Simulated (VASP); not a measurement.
Ru: single point with PBEsol+D3(BJ)

Crystal: Ru.

```
CELL_PARAMETERS angstrom
2.75887 0.00000 0.00000
-1.37943 2.38925 0.00000
0.00000 0.00000 4.36588
ATOMIC_POSITIONS crystal
Ru 0.66667 0.33333 0.75000
Ru 0.33333 0.66667 0.25000
```

```yaml
Program: VASP 6.6.1
Task: single point
Functional: PBEsol
Dispersion: D3(BJ)
Potentials_or_basis: VASP PAW PBE potentials, release 64 (Ru_pv)
Cutoff: 520 eV
k_mesh: 11 × 11 × 6
Occupations: fermi-dirac, width 0.05 eV
Spin: no spin polarisation
```

The pressure is -28.6 GPa and the band gap on the k mesh is zero (band 14 reaches 13.03 eV, above the bottom of band 15 at 10.22 eV). The dispersion energy per atom is -0.560 eV.

Stress tensor (GPa, compression positive):
```
-28.07   0.00   0.00
  0.00 -28.07   0.00
  0.00   0.00 -29.59
```

Levels at points of the mesh, in eV from the Fermi level:
| k point | band 10 | band 11 | band 12 | band 13 | band 14 | band 15 | band 16 | band 17 | band 18 | band 19 |
| --- | --- | --- | --- | --- | --- | --- | --- | --- | --- | --- |
| (0.00, 0.00, 0.00) | -2.32 | -2.16 | -1.69 | -1.69 | -1.21 | -1.21 | 1.16 | 1.16 | 1.25 | 9.63 |
| (0.00, 0.00, 0.50) | -2.49 | -2.47 | -2.47 | -2.47 | -2.47 | 0.56 | 0.56 | 0.56 | 0.56 | 10.41 |

Run time: 35 s on 1 thread of Intel(R) Xeon(R) Platinum 8259CL CPU @ 2.50GHz (Skylake/Cascade Lake), on a shared host, peak memory 0.17 GiB.

Caveat: the PAW data sets were made with another functional, which shifts forces and pressure a little; pairwise dispersion overbinds metals, which lowers pressure and volume.
